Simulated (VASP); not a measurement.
ScAs3:

```xyz
4
Lattice="4.3003 0.0000 0.0000 0.0000 4.3003 0.0000 0.0000 0.0000 4.3003" Properties=species:S:1:pos:R:3 pbc="T T T"
Sc    0.0000    0.0000    0.0000
As    0.0000    2.1502    2.1502
As    2.1502    0.0000    2.1502
As    2.1502    2.1502    0.0000
```

* Program: VASP 6.6.1
* Task: relaxation of cell and atoms
* Functional: PBE
* Potentials or basis: VASP PAW PBE potentials, release 64 (Sc_sv, As)
* Cutoff: 500 eV
* k mesh: 4 × 4 × 4
* Occupations: methfessel-paxton, width 0.001 eV
* Spin: no spin polarisation

At the start: pressure -2.9 GPa; volume 19.88 Å³/atom.

Question: How do energy, volume and symmetry change on relaxing?

Answer: Over 3 steps the energy falls by 6.6 meV/atom and the volume is 19.17 Å³/atom (-3.6 %); space group Pm-3m (No. 221, to 0.1 Å) before and after.

The path:
| step | energy change (eV) | largest force (eV/Å) | pressure (GPa) | volume (Å³) |
| --- | --- | --- | --- | --- |
| 1 | 0.0000 | 0.0000 | -2.87 | 79.52 |
| 2 | -0.0214 | 0.0000 | 1.37 | 75.50 |
| 3 | -0.0263 | 0.0000 | 0.01 | 76.68 |

Final structure:
```yaml
crystal:
  lattice:
    - [4.24833, 0.00000, 0.00000]
    - [0.00000, 4.24833, 0.00000]
    - [0.00000, 0.00000, 4.24833]
  atoms:
    - { symbol: Sc, position: [0.00000, 0.00000, 0.00000] }
    - { symbol: As, position: [0.00000, 0.50000, 0.50000] }
    - { symbol: As, position: [0.50000, 0.00000, 0.50000] }
    - { symbol: As, position: [0.50000, 0.50000, 0.00000] }
```

Caveat: the k points lie up to 0.37 Å⁻¹ apart in the final cell, too coarse for converged energies and pressures of a metal.
